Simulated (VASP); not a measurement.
**Ta: single point with PBE**

Ta:

```
CELL_PARAMETERS angstrom
-1.65128 1.65128 1.65128
1.65128 -1.65128 1.65128
1.65128 1.65128 -1.65128
ATOMIC_POSITIONS crystal
Ta 0.00000 0.00000 0.00000
```

- Program: VASP 6.6.1
- Task: single point
- Functional: PBE
- Potentials or basis: VASP PAW PBE potentials, release 64 (Ta_pv)
- Cutoff: 520 eV
- k mesh: 15 × 15 × 15
- Occupations: fermi-dirac, width 0.05 eV
- Spin: no spin polarisation
- Dipole correction: no
- Further INCAR settings: ALGO = Normal; EDIFF = 1e-06; NBANDS = 12

* Pressure: 3.0 GPa

Levels at points of the mesh, in eV from the Fermi level:
| k point | band 2 | band 3 | band 4 | band 5 | band 6 | band 7 | band 8 | band 9 |
| --- | --- | --- | --- | --- | --- | --- | --- | --- |
| (0.00, 0.00, 0.00) | -33.07 | -33.07 | -7.92 | 0.73 | 0.73 | 0.73 | 4.01 | 4.01 |

It took 27 s on 1 thread of AMD EPYC 7R43 64-Core Processor (Zen 3) (shared host), peak memory 0.12 GiB.

Caveat: spin-orbit coupling is left out, which moves the levels of the heavy elements.
